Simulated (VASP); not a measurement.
# Ga4Ge (I-43m) in VASP: a series of runs, part 2 of 2

VASP 6.6.1.

## 3. Single point, r2SCAN

Input file POSCAR:

```
Ga4Ge
1.0
   -3.1018810000      3.1018810000      3.1018810000
    3.1018810000     -3.1018810000      3.1018810000
    3.1018810000      3.1018810000     -3.1018810000
Ga Ge
4 1
Direct
    0.3496000000      0.3496000000      0.3496000000
    0.6504000000      0.0000000000      0.0000000000
    0.0000000000      0.0000000000      0.6504000000
    0.0000000000      0.6504000000      0.0000000000
    0.0000000000      0.0000000000      0.0000000000
```

Input file INCAR.step1:

```
PREC = Accurate ; ENCUT = 520
ISMEAR = -1 ; SIGMA = 0.1
LREAL = F ; LASPH = T
NELM = 80 ; NBANDS = 41
GGA = PE ; ALGO = Normal
EDIFF = 1E-4 ; LWAVE = T
LCHARG = F
```

Input file INCAR.step2:

```
PREC = Accurate ; ENCUT = 520
EDIFF = 1E-6 ; ISMEAR = -1
SIGMA = 0.1 ; LREAL = F
LASPH = T ; NELM = 80
ALGO = Normal ; ISIF = 2
LWAVE = F ; LCHARG = F
METAGGA = R2SCAN ; LMIXTAU = T
NBANDS = 41 ; ISTART = 1
```

Input file KPOINTS:

```
regular mesh
0
Gamma
  4 4 4
```

Potentials or basis: VASP PAW PBE potentials, release 64 (Ga_d, Ge_d).

Launch:

```
$ cat potpaw_PBE.64/Ga_d/POTCAR potpaw_PBE.64/Ge_d/POTCAR > POTCAR
$ cp INCAR.step1 INCAR
$ mpirun -np 1 vasp_std > vasp.out
$ cp INCAR.step2 INCAR
$ mpirun -np 1 vasp_std > vasp.out
```

OUTCAR:

```text
PREC = Accurate
   ENCUT = 520
   EDIFF = 1E-6
   ISMEAR = -1
   LREAL = F
   LASPH = T
   NELM = 80
   ISIF = 2
   METAGGA = R2SCAN
   ISTART = 1

 ion  position               nearest neighbor table
   1  0.350  0.350  0.350-   5 1.88
   2  0.650  0.000  0.000-   5 1.88
   3  0.000  0.000  0.650-   5 1.88
   4  0.000  0.650  0.000-   5 1.88
   5  0.000  0.000  0.000-   1 1.88   2 1.88   3 1.88   4 1.88

  LATTYP: Found a body centered cubic cell.
 ALAT       =     6.2037620000

  Lattice vectors:

 A1 = (  -3.1018810000,   3.1018810000,   3.1018810000)
 A2 = (   3.1018810000,  -3.1018810000,   3.1018810000)
 A3 = (   3.1018810000,   3.1018810000,  -3.1018810000)

Analysis of symmetry for initial positions (statically):
=====================================================================
 Subroutine PRICEL returns:
 Original cell was already a primitive cell.

 Routine SETGRP: Setting up the symmetry group for a
 body centered cubic supercell.

 Subroutine GETGRP returns: Found 24 space group operations
 (whereof 24 operations were pure point group operations)
 out of a pool of 48 trial point group operations.

The static configuration has the point symmetry T_d .

Analysis of symmetry for dynamics (positions and initial velocities):
=====================================================================
 Subroutine PRICEL returns:
 Original cell was already a primitive cell.

 Routine SETGRP: Setting up the symmetry group for a
 body centered cubic supercell.

 Subroutine GETGRP returns: Found 24 space group operations
 (whereof 24 operations were pure point group operations)
 out of a pool of 48 trial point group operations.

The dynamic configuration has the point symmetry T_d .

 Subroutine INISYM returns: Found 24 space group operations
 (whereof 24 operations are pure point group operations),
 and found     1 'primitive' translations

----------------------------------------------------------------------------------------

                                     Primitive cell

  volume of cell :     119.3810

  direct lattice vectors                    reciprocal lattice vectors
    -3.101881000  3.101881000  3.101881000     0.000000000  0.161192515  0.161192515
     3.101881000 -3.101881000  3.101881000     0.161192515  0.000000000  0.161192515
     3.101881000  3.101881000 -3.101881000     0.161192515  0.161192515  0.000000000

  length of vectors
     5.372615491  5.372615491  5.372615491     0.227960641  0.227960641  0.227960641

  position of ions in fractional coordinates (direct lattice)
     0.349600000  0.349600000  0.349600000
     0.650400000  0.000000000  0.000000000
     0.000000000  0.000000000  0.650400000
     0.000000000  0.650400000  0.000000000
     0.000000000  0.000000000  0.000000000

  ion indices of the primitive-cell ions
   primitive index   ion index
                 1           1
                 2           2
                 3           3
                 4           4
                 5           5

----------------------------------------------------------------------------------------

 KPOINTS: regular mesh

Automatic generation of k-mesh.
 Grid dimensions read from file:
 generate k-points for:    4    4    4

 Generating k-lattice:

  Cartesian coordinates                     Fractional coordinates (reciprocal lattice)
     0.000000000  0.040298129  0.040298129     0.250000000  0.000000000  0.000000000
     0.040298129  0.000000000  0.040298129     0.000000000  0.250000000  0.000000000
     0.040298129  0.040298129  0.000000000     0.000000000  0.000000000  0.250000000

  Length of vectors
     0.056990160  0.056990160  0.056990160

  Shift w.r.t. Gamma in fractional coordinates (k-lattice)
     0.000000000  0.000000000  0.000000000

 Subroutine IBZKPT returns following result:
 ===========================================

 Found      8 irreducible k-points:

 Following reciprocal coordinates:
            Coordinates               Weight
  0.000000  0.000000  0.000000      1.000000
  0.250000  0.000000  0.000000     12.000000
  0.500000  0.000000  0.000000      6.000000
  0.250000  0.250000  0.000000     24.000000
  0.250000  0.250000  0.250000      2.000000
 -0.250000  0.250000  0.250000      6.000000
  0.500000  0.500000  0.250000     12.000000
  0.500000  0.500000  0.500000      1.000000
   k-points           NKPTS =      8   k-points in BZ     NKDIM =      8   number of bands    NBANDS=     41
   number of dos      NEDOS =    301   number of ions     NIONS =      5
   total plane-waves  NPLWV =  64000
   dimension x,y,z NGX =    40 NGY =   40 NGZ =   40
   dimension x,y,z NGXF=    80 NGYF=   80 NGZF=   80
   ions per type =               4   1
   NGX,Y,Z   is equivalent  to a cutoff of  12.38, 12.38, 12.38 a.u.
   NGXF,Y,Z  is equivalent  to a cutoff of  24.75, 24.75, 24.75 a.u.
 SYSTEM =  unknown system
   PREC   = accura    normal or accurate (medium, high low for compatibility)
   ISTART =      1    job   : 0-new  1-cont  2-samecut
   ICHARG =      0    charge: 1-file 2-atom 10-const
   ISPIN  =      1    spin polarized calculation?
   LNONCOLLINEAR =      F non collinear calculations
   LSORBIT =      F    spin-orbit coupling
   LASPH  =      T    aspherical Exc in radial PAW
   ENCUT  =  520.0 eV  38.22 Ry    6.18 a.u.   9.99  9.99  9.99*2*pi/ulx,y,z
   NELM   =     80;   NELMIN=  2; NELMDL=  0     # of ELM steps
   EDIFF  = 0.1E-05   stopping-criterion for ELM
   LREAL  =      F    real-space projection
   EDIFFG = 0.1E-04   stopping-criterion for IOM
   NSW    =      0    number of steps for IOM
   IBRION =     -1    ionic relax: 0-MD 1-quasi-New 2-CG
   NFREE  =      0    steps in history (QN), initial steepest desc. (CG)
   ISIF   =      2    stress and relaxation
   ISYM   =      2    0-nonsym 1-usesym 2-fastsym
   POTIM  = 0.5000    time-step for ionic-motion
   TEBEG  =    0.0;   TEEND  =   0.0 temperature during run
   PSTRESS=    0.0 pullay stress
   NELECT =      66.0000    total number of electrons
   NUPDOWN=      -1.0000    fix difference up-down
   EMIN   =  10.00;   EMAX   =-10.00  energy-range for DOS
   EFERMI =   0.00;   METHOD = LEGACY
   ISMEAR =    -1;   SIGMA  =   0.10  broadening in eV -4-tet -1-fermi 0-gaus
   EFERMI_NEDOS =   21; number of points for ismear=-14 and -15
   IALGO  =     38    algorithm
   IMIX   =      4    mixing-type and parameters
     AMIX     =   0.40;   BMIX     =  1.00
     AMIX_MAG =   1.60;   BMIX_MAG =  1.00
  volume/ion in A,a.u.               =      23.88       161.12
  Fermi-wavevector in a.u.,A,eV,Ry     =   1.343624  2.539081 24.562936  1.805325
  Thomas-Fermi vector in A             =   2.471683
   LORBIT       =      0    0 simple, 1 ext, 2 COOP (PROOUT), +10 PAW based schemes
   METAGGA = R2SCAN    functional components
   LHFCALC =     F    Hartree Fock is set to
   AEXX    =    0.0000 exact exchange contribution
   IVDW    =     0    specifies the selected vdW correction
   LEPSILON=     F    determine dielectric tensor
   LRPA    =     F    only Hartree local field effects (RPA)
 non-spin polarized calculation
  energy-cutoff  :      520.00
  volume of cell :      119.38
 maximum number of plane-waves:      3300
   NGX = 19   NGY = 19   NGZ = 19

 number of electron      65.9999942 magnetization

 Free energy of the ion-electron system (eV)
  ---------------------------------------------------
  ext. energy  EPLUGINS =         0.00000000
  ---------------------------------------------------
  free energy    TOTEN  =       -45.29208960 eV

  energy without entropy =      -45.17258544  energy(sigma->0) =      -45.23233752

 E-fermi :   3.7288     XC(G=0): -10.3132

 val. band max:        3.7055963028   @ k =   0.5000   0.0000   0.0000
 cond. band min:       3.8704563018   @ k =  -0.2500   0.2500   0.2500
 fundamental gap:      0.1648599990
 Fermi energy:         3.7287730744

 k-point     1 :       0.0000    0.0000    0.0000
  band No.  band energies     occupation
      1     -23.6566      2.00000
      2     -23.6565      2.00000
      3     -23.6565      2.00000
      4     -23.4885      2.00000
      5     -23.4885      2.00000
      6     -13.9298      2.00000
[... 341 lines left out ...]
     40      11.3357      0.00000
     41      11.3357      0.00000

------------------------ aborting loop because EDIFF is reached ----------------------------------------

  FORCE on cell =-STRESS in cart. coord.  units (eV):
  Direction    XX          YY          ZZ          XY          YZ          ZX
  --------------------------------------------------------------------------------------
  -------------------------------------------------------------------------------------
  Total       30.8531141     30.8531141     30.8531141      0.0000000      0.0000000     -0.0000000
  in kB      414.0704119    414.0704119    414.0704119      0.0000000      0.0000000     -0.0000000
  external PRESSURE =     414.0704119 kB  Pullay stress =       0.0000000 kB

 VOLUME and BASIS-vectors are now :
 -----------------------------------------------------------------------------
  energy-cutoff  :      520.00
  volume of cell :      119.38
      direct lattice vectors                 reciprocal lattice vectors
    -3.101881000  3.101881000  3.101881000     0.000000000  0.161192515  0.161192515
     3.101881000 -3.101881000  3.101881000     0.161192515  0.000000000  0.161192515
     3.101881000  3.101881000 -3.101881000     0.161192515  0.161192515  0.000000000

 POSITION                                       TOTAL-FORCE (eV/Angst)
 -----------------------------------------------------------------------------------
      1.08442      1.08442      1.08442         8.309496      8.309496      8.309496
     -2.01746      2.01746      2.01746         8.309496     -8.309496     -8.309496
      2.01746      2.01746     -2.01746        -8.309496     -8.309496      8.309496
      2.01746     -2.01746      2.01746        -8.309496      8.309496     -8.309496
      0.00000      0.00000      0.00000         0.000000      0.000000     -0.000000
 -----------------------------------------------------------------------------------
    total drift:                               -0.000169     -0.000169     -0.000169

  FREE ENERGIE OF THE ION-ELECTRON SYSTEM (eV)
  ---------------------------------------------------
  free  energy   TOTEN  =       -45.2920896020 eV

  energy  without entropy=      -45.1725854449  energy(sigma->0) =      -45.23233752
```

Wall time 91 s (1 thread of AMD EPYC 9R45 (Zen 5), shared host); peak memory 0.23 GiB.

Results:

```yaml
Free_energy: -45.2921 eV
Pressure: 41.4 GPa
Largest_force: 14.392 eV/Å
Band_gap_on_the_k_mesh: zero (band 33 reaches 3.91 eV, above the bottom of band 34 at 2.34 eV)
```

Forces in eV/Å, atoms in the order of the input:
```
Ga   8.309  8.309  8.309
Ga   8.309 -8.309 -8.309
Ga  -8.309 -8.309  8.309
Ga  -8.309  8.309 -8.309
Ge   0.000  0.000  0.000
```

Levels at points of the mesh, in eV from the Fermi level:
```csv
k point,band 31,band 32,band 33,band 34,band 35,band 36
"(0.00, 0.00, 0.00)",-2.43,-2.43,-2.43,0.71,0.71,0.71
"(0.50, 0.00, 0.00)",-3.30,-0.05,-0.02,0.84,0.87,1.20
"(0.50, 0.50, 0.50)",-2.60,0.18,0.18,0.18,0.52,1.60
```

Caveat: the PAW data sets were made with another functional, which shifts forces and pressure a little.
